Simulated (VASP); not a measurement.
A run of VASP 6.6.1:

The input INCAR:

```
PREC     = Accurate       # precision mode
ENCUT    = 520            # plane-wave cutoff, eV
EDIFF    = 1E-7           # SCF threshold, eV
ISMEAR   = 0              # smearing method
SIGMA    = 0.15           # smearing width, eV
LREAL    = False          # projectors in reciprocal space
LASPH    = True           # aspherical terms in the spheres
NELM     = 60             # most SCF steps
ALGO     = Normal         # electronic algorithm
ISIF     = 2              # what is computed and relaxed
LWAVE    = False          # write WAVECAR
LCHARG   = False          # write CHGCAR
GGA      = PE             # functional
NBANDS   = 32             # bands
```

The input KPOINTS:

```
Automatic mesh
0
Gamma
  16 16 16
```

File POSCAR:

```
VN2
1.0
   -2.2610164389      2.2610164389      2.3600290217
    2.2610164389     -2.2610164389      2.3600290217
    2.2610164389      2.2610164389     -2.3600290217
V N
2 4
Direct
    0.2500000000      0.2500000000      0.0000000000
    0.7500000000      0.7500000000      0.0000000000
    0.1135731475      0.6135731475      0.7271462950
    0.6135731475      0.8864268525      0.5000000000
    0.8864268525      0.3864268525      0.2728537050
    0.3864268525      0.1135731475      0.5000000000
```

Potentials or basis: VASP PAW PBE potentials, release 64 (V_sv, N).

The run is started by

```bash
$ cat potpaw_PBE.64/V_sv/POTCAR potpaw_PBE.64/N/POTCAR > POTCAR
$ mpirun -np 1 vasp_std > vasp.out
```

Hardware: 1 thread of Intel(R) Xeon(R) Platinum 8488C (Sapphire Rapids), on a shared host.

Task: Estimate the wall time of this run.

Result: Wall time 6.2 min on 1 thread of Intel(R) Xeon(R) Platinum 8488C (Sapphire Rapids), with other jobs on the host, peak memory 0.5 GiB. Counts: scf iterations 17, k points 349.
